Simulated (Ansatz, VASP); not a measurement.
# One calculation of Bi2Te3, two programs

```
CELL_PARAMETERS angstrom
2.20850 1.27508 9.94667
-2.20850 1.27508 9.94667
0.00000 -2.55016 9.94667
ATOMIC_POSITIONS crystal
Bi 0.18800 0.18800 0.18800
Bi 0.59800 0.59800 0.59800
Te 0.38900 0.38900 0.38900
Te 0.80000 0.80000 0.80000
Te 0.00000 0.00000 0.00000
```

Alike in both runs: task single point; functional PBE; k mesh 6 × 6 × 6; occupations fermi-dirac, width 0.05 eV; no spin polarisation.

|  | VASP | Ansatz |
| --- | --- | --- |
| version | VASP 6.6.1 | Ansatz 0.2.0 |
| potentials or method | VASP PAW PBE potentials, release 64 (Bi_d, Te), cutoff 520 eV | plane waves, PAW |
| valence electrons in the cell | 48 | 78 |

Ansatz gave:

| Item | Value |
| --- | --- |
| pressure (GPa) | 1.7 |
| traceless stress, the component that is largest in VASP (GPa) | -0.63 |

Problem. Estimate VASP's values.

Solution. Pressure (GPa): 1.6; traceless stress, the component that is largest in VASP (GPa): -0.64.

VASP's potentials hold 48 valence electrons a cell and Ansatz's 78, so a difference there can come from the potentials and not from the codes.

Neither program's run includes spin-orbit coupling.
